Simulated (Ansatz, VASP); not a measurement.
## AlN in VASP and in Ansatz

The input INCAR:

```
SYSTEM = AlN
PREC = Accurate
ENCUT = 600
EDIFF = 1E-6
ISMEAR = 0
SIGMA = 0.01
LREAL = .False.
LASPH = .True.
NELM = 120
ALGO = Normal
ISIF = 2
LWAVE = .False.
LCHARG = .False.
GGA = CA
NBANDS = 11
GGA_COMPAT = .False.
```

File KPOINTS:

```
regular mesh
0
Gamma
  8 8 8
  0 0 0
```

POSCAR

```
AlN
1.0
    0.0000000000      2.0188684454      2.0188684454
    2.0188684454      0.0000000000      2.0188684454
    2.0188684454      2.0188684454      0.0000000000
Al N
1 1
Direct
    0.0000000000      0.0000000000      0.0000000000
    0.5000000000      0.5000000000      0.5000000000
```

Input for Ansatz:

```yaml
crystal:
  lattice:
    - [0.0, 2.0188684454, 2.0188684454]
    - [2.0188684454, 0.0, 2.0188684454]
    - [2.0188684454, 2.0188684454, 0.0]
  atoms:
    - { symbol: Al, position: [0.0, 0.0, 0.0] }
    - { symbol: "N", position: [0.5, 0.5, 0.5] }
kpoints:
  mp_grid: { grid: [8, 8, 8] }
hamiltonian:
  xc: lda
scf:
  occupations: { method: fixed }
  n_extra_bands: 4
output:
  forces: true
  stress: true
  eigenvalues: true
```

Alike in both runs: task single point; functional LDA; k mesh 8 × 8 × 8; no spin polarisation.

|  | VASP | Ansatz |
| --- | --- | --- |
| version | VASP 6.6.1 | Ansatz 0.2.0 |
| potentials or method | VASP PAW LDA potentials, release 64 (Al, N) | plane waves |
| plane-wave cutoff (eV) | 600 | 420 |
| occupations | gaussian, width 0.01 eV | fixed |
| valence electrons in the cell | 8 | 8 |

```csv
,VASP,Ansatz,Ansatz less VASP
gap on the k mesh at the Fermi level (eV),4.50,4.51,+0.013
pressure (GPa),-4.8,-5.3,-0.47
```

LDA's correlation is that of Perdew and Zunger in VASP and of Perdew and Wang (1992) in Ansatz.
